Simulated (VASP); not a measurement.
# K (Fm-3m) in VASP: a series of runs

The runs below take K through single point, with PBEsol.

Program: VASP 6.6.1. These are calculated values, not measurements. Logs are shortened: lines on timing, memory, paths and dates and some standing lists are left out, and cuts for length are marked.

## (1) The cell of the first run

Symmetry: Fm-3m, No. 225, cubic system. Conventional cell: a = 6.308 Å, b = 6.308 Å, c = 6.308 Å, α = 90.00°, β = 90.00°, γ = 90.00°. K (site symmetry m-3m) has 12 K at 4.46 Å within 5.8 Å.

This isn't the form of K at room conditions, which is bcc.

## (2) Single point, PBEsol (62.76 Å³/atom)

Input file INCAR:

```
  PREC = Accurate
  ENCUT = 520
  EDIFF = 1E-7
  ISMEAR = -1
  SIGMA = 0.1
  LREAL = F
  LASPH = T
  NELM = 60
  ALGO = Normal
  ISIF = 2
  LWAVE = F
  LCHARG = F
  GGA = PS
  NBANDS = 10
```

Input file KPOINTS:

```
Automatic mesh
0
Gamma
  9 9 9
```

Input file POSCAR:

```
K
1.0
    0.0000000000      3.1542336100      3.1542336100
    3.1542336100      0.0000000000      3.1542336100
    3.1542336100      3.1542336100      0.0000000000
K
1
Direct
    0.0000000000      0.0000000000      0.0000000000
```

Potentials or basis: VASP PAW PBE potentials, release 64 (K_sv).

Run with:

```bash
cat potpaw_PBE.64/K_sv/POTCAR > POTCAR
mpirun -np 1 vasp_std > vasp.out
```

OUTCAR:

```text
PREC = Accurate
   ENCUT = 520
   EDIFF = 1E-7
   ISMEAR = -1
   LREAL = F
   LASPH = T
   NELM = 60
   ISIF = 2
   GGA = PS

 ion  position               nearest neighbor table
   1  0.000  0.000  0.000-

  LATTYP: Found a face centered cubic cell.
 ALAT       =     6.3084672200

  Lattice vectors:

 A1 = (   0.0000000000,   3.1542336100,   3.1542336100)
 A2 = (   3.1542336100,   0.0000000000,   3.1542336100)
 A3 = (   3.1542336100,   3.1542336100,   0.0000000000)

Analysis of symmetry for initial positions (statically):
=====================================================================
 Subroutine PRICEL returns:
 Original cell was already a primitive cell.

 Routine SETGRP: Setting up the symmetry group for a
 face centered cubic supercell.

 Subroutine GETGRP returns: Found 48 space group operations
 (whereof 48 operations were pure point group operations)
 out of a pool of 48 trial point group operations.

The static configuration has the point symmetry O_h .

Analysis of symmetry for dynamics (positions and initial velocities):
=====================================================================
 Subroutine PRICEL returns:
 Original cell was already a primitive cell.

 Routine SETGRP: Setting up the symmetry group for a
 face centered cubic supercell.

 Subroutine GETGRP returns: Found 48 space group operations
 (whereof 48 operations were pure point group operations)
 out of a pool of 48 trial point group operations.

The dynamic configuration has the point symmetry O_h .

 Subroutine INISYM returns: Found 48 space group operations
 (whereof 48 operations are pure point group operations),
 and found     1 'primitive' translations

----------------------------------------------------------------------------------------

                                     Primitive cell

  volume of cell :      62.7641

  direct lattice vectors                    reciprocal lattice vectors
     0.000000000  3.154233610  3.154233610    -0.158517111  0.158517111  0.158517111
     3.154233610  0.000000000  3.154233610     0.158517111 -0.158517111  0.158517111
     3.154233610  3.154233610  0.000000000     0.158517111  0.158517111 -0.158517111

  length of vectors
     4.460759950  4.460759950  4.460759950     0.274559691  0.274559691  0.274559691

  position of ions in fractional coordinates (direct lattice)
     0.000000000  0.000000000  0.000000000

  ion indices of the primitive-cell ions
   primitive index   ion index
                 1           1

----------------------------------------------------------------------------------------

 KPOINTS: Automatic mesh

Automatic generation of k-mesh.
 Grid dimensions read from file:
 generate k-points for:    9    9    9

 Generating k-lattice:

  Cartesian coordinates                     Fractional coordinates (reciprocal lattice)
    -0.017613012  0.017613012  0.017613012     0.111111111  0.000000000  0.000000000
     0.017613012 -0.017613012  0.017613012     0.000000000  0.111111111  0.000000000
     0.017613012  0.017613012 -0.017613012     0.000000000  0.000000000  0.111111111

  Length of vectors
     0.030506632  0.030506632  0.030506632

  Shift w.r.t. Gamma in fractional coordinates (k-lattice)
     0.000000000  0.000000000  0.000000000

 Subroutine IBZKPT returns following result:
 ===========================================

 Found     35 irreducible k-points:

 Following reciprocal coordinates:
            Coordinates               Weight
  0.000000  0.000000  0.000000      1.000000
  0.111111  0.000000  0.000000      8.000000
  0.222222  0.000000  0.000000      8.000000
  0.333333  0.000000  0.000000      8.000000
  0.444444  0.000000  0.000000      8.000000
  0.111111  0.111111  0.000000      6.000000
[... 16 lines left out ...]
 -0.333333  0.333333  0.000000     12.000000
  0.444444  0.444444  0.000000      6.000000
 [... further k-points ...]
   k-points           NKPTS =     35   k-points in BZ     NKDIM =     35   number of bands    NBANDS=     10
   number of dos      NEDOS =    301   number of ions     NIONS =      1
   total plane-waves  NPLWV =  46656
   dimension x,y,z NGX =    36 NGY =   36 NGZ =   36
   dimension x,y,z NGXF=    72 NGYF=   72 NGZF=   72
   ions per type =               1
   NGX,Y,Z   is equivalent  to a cutoff of  13.42, 13.42, 13.42 a.u.
   NGXF,Y,Z  is equivalent  to a cutoff of  26.83, 26.83, 26.83 a.u.
 SYSTEM =  unknown system
   PREC   = accura    normal or accurate (medium, high low for compatibility)
   ISTART =      0    job   : 0-new  1-cont  2-samecut
   ICHARG =      2    charge: 1-file 2-atom 10-const
   ISPIN  =      1    spin polarized calculation?
   LNONCOLLINEAR =      F non collinear calculations
   LSORBIT =      F    spin-orbit coupling
   LASPH  =      T    aspherical Exc in radial PAW
   ENCUT  =  520.0 eV  38.22 Ry    6.18 a.u.   8.29  8.29  8.29*2*pi/ulx,y,z
   NELM   =     60;   NELMIN=  2; NELMDL= -5     # of ELM steps
   EDIFF  = 0.1E-06   stopping-criterion for ELM
   LREAL  =      F    real-space projection
   EDIFFG = 0.1E-05   stopping-criterion for IOM
   NSW    =      0    number of steps for IOM
   IBRION =     -1    ionic relax: 0-MD 1-quasi-New 2-CG
   NFREE  =      0    steps in history (QN), initial steepest desc. (CG)
   ISIF   =      2    stress and relaxation
   ISYM   =      2    0-nonsym 1-usesym 2-fastsym
   POTIM  = 0.5000    time-step for ionic-motion
   TEBEG  =    0.0;   TEEND  =   0.0 temperature during run
   PSTRESS=    0.0 pullay stress
   NELECT =       9.0000    total number of electrons
   NUPDOWN=      -1.0000    fix difference up-down
   EMIN   =  10.00;   EMAX   =-10.00  energy-range for DOS
   EFERMI =   0.00;   METHOD = LEGACY
   ISMEAR =    -1;   SIGMA  =   0.10  broadening in eV -4-tet -1-fermi 0-gaus
   EFERMI_NEDOS =   21; number of points for ismear=-14 and -15
   IALGO  =     38    algorithm
   IMIX   =      4    mixing-type and parameters
     AMIX     =   0.40;   BMIX     =  1.00
     AMIX_MAG =   1.60;   BMIX_MAG =  1.00
  volume/ion in A,a.u.               =      62.76       423.55
  Fermi-wavevector in a.u.,A,eV,Ry     =   0.856877  1.619263  9.989917  0.734238
  Thomas-Fermi vector in A             =   1.973845
   LORBIT       =      0    0 simple, 1 ext, 2 COOP (PROOUT), +10 PAW based schemes
   GGA     = PS    functional components
   LHFCALC =     F    Hartree Fock is set to
   AEXX    =    0.0000 exact exchange contribution
   IVDW    =     0    specifies the selected vdW correction
   LEPSILON=     F    determine dielectric tensor
   LRPA    =     F    only Hartree local field effects (RPA)
 non-spin polarized calculation
  energy-cutoff  :      520.00
  volume of cell :       62.76
 maximum number of plane-waves:      1708
 NGX is ok and might be reduce to    36
   NGX = 17   NGY = 17   NGZ = 17

 number of electron       8.9999999 magnetization

 Free energy of the ion-electron system (eV)
  ---------------------------------------------------
  ext. energy  EPLUGINS =         0.00000000
  ---------------------------------------------------
  free energy    TOTEN  =        -1.13204552 eV

  energy without entropy =       -1.10816214  energy(sigma->0) =       -1.12010383

 E-fermi :   0.2303     XC(G=0):  -6.1074

 val. band max:        0.1293650132   @ k =   0.4444   0.0000   0.0000
 cond. band min:       0.2591858721   @ k =   0.4444   0.3333   0.0000
 fundamental gap:      0.1298208589
 Fermi energy:         0.2303359624

 k-point     1 :       0.0000    0.0000    0.0000
  band No.  band energies     occupation
      1     -31.7010      2.00000
      2     -15.1966      2.00000
      3     -15.1966      2.00000
      4     -15.1966      2.00000
      5      -2.1927      2.00000
      6       4.5531      0.00000
      7       4.5531      0.00000
      8       4.5531      0.00000
      9       5.9434      0.00000
     10       5.9434      0.00000

 k-point     2 :       0.1111    0.0000    0.0000
  band No.  band energies     occupation
      1     -31.7001      2.00000
      2     -15.2108      2.00000
      3     -15.1985      2.00000
      4     -15.1985      2.00000
      5      -2.0274      2.00000
      6       4.1477      0.00000
      7       4.6171      0.00000
      8       4.6171      0.00000
      9       5.8103      0.00000
     10       5.8103      0.00000

 k-point     3 :       0.2222    0.0000    0.0000
  band No.  band energies     occupation
      1     -31.6977      2.00000
      2     -15.2462      2.00000
      3     -15.2032      2.00000
      4     -15.2032      2.00000
      5      -1.5476      2.00000
      6       3.2860      0.00000
      7       4.6555      0.00000
      8       4.6555      0.00000
      9       5.7530      0.00000
     10       5.7530      0.00000

 k-point     4 :       0.3333    0.0000    0.0000
  band No.  band energies     occupation
      1     -31.6949      2.00000
      2     -15.2859      2.00000
      3     -15.2085      2.00000
      4     -15.2085      2.00000
      5      -0.8013      1.99993
      6       2.2782      0.00000
      7       4.4903      0.00000
      8       4.4903      0.00000
      9       6.1546      0.00000
     10       6.1546      0.00000
[... 222 lines left out ...]
 k-point    22 :      -0.4444    0.3333    0.0000
  band No.  band energies     occupation
      1     -31.6906      2.00000
      2     -15.2929      2.00000
      3     -15.2560      2.00000
      4     -15.2310      2.00000
      5       1.0501      0.00055
      6       1.8844      0.00000
      7       2.3652      0.00000
      8       5.0578      0.00000
      9       5.0855      0.00000
     10       6.8310      0.00000

 k-point    23 :      -0.3333    0.3333    0.0000
  band No.  band energies     occupation
      1     -31.6909      2.00000
      2     -15.2760      2.00000
      3     -15.2751      2.00000
      4     -15.2245      2.00000
      5       1.0639      0.00048
      6       2.0450      0.00000
      7       2.0532      0.00000
      8       4.8687      0.00000
      9       5.3639      0.00000
     10       6.3790      0.00000

 k-point    24 :       0.4444    0.4444    0.0000
  band No.  band energies     occupation
      1     -31.6905      2.00000
      2     -15.3044      2.00000
      3     -15.2379      2.00000
      4     -15.2379      2.00000
      5       0.7132      0.01587
      6       2.0896      0.00000
      7       2.5315      0.00000
      8       5.6015      0.00000
      9       5.6015      0.00000
     10       6.8122      0.00000

 [... further k-points ...]

------------------------ aborting loop because EDIFF is reached ----------------------------------------

  FORCE on cell =-STRESS in cart. coord.  units (eV):
  Direction    XX          YY          ZZ          XY          YZ          ZX
  --------------------------------------------------------------------------------------
  -------------------------------------------------------------------------------------
  Total        0.2258088      0.2258088      0.2258088      0.0000000     -0.0000000      0.0000000
  in kB        5.7642113      5.7642113      5.7642113      0.0000000     -0.0000000      0.0000000
  external PRESSURE =       5.7642113 kB  Pullay stress =       0.0000000 kB

 VOLUME and BASIS-vectors are now :
 -----------------------------------------------------------------------------
  energy-cutoff  :      520.00
  volume of cell :       62.76
      direct lattice vectors                 reciprocal lattice vectors
     0.000000000  3.154233610  3.154233610    -0.158517111  0.158517111  0.158517111
     3.154233610  0.000000000  3.154233610     0.158517111 -0.158517111  0.158517111
     3.154233610  3.154233610  0.000000000     0.158517111  0.158517111 -0.158517111

 POSITION                                       TOTAL-FORCE (eV/Angst)
 -----------------------------------------------------------------------------------
      0.00000      0.00000      0.00000         0.000000      0.000000      0.000000
 -----------------------------------------------------------------------------------
    total drift:                               -0.000000      0.000000      0.000000

  FREE ENERGIE OF THE ION-ELECTRON SYSTEM (eV)
  ---------------------------------------------------
  free  energy   TOTEN  =        -1.1320455157 eV

  energy  without entropy=       -1.1081621351  energy(sigma->0) =       -1.12010383
```

Wall time 42 s (1 thread of Intel Xeon 8259CL, shared host); peak memory 0.2 GiB.

Results:

```yaml
Free_energy: -1.1320 eV
Pressure: 0.6 GPa
Band_gap_on_the_k_mesh: zero (an odd number of electrons rules out a gap without spin polarisation)
```

Caveat: the PAW data sets were made with another functional, which shifts forces and pressure a little.

[end of part 1 of 2]
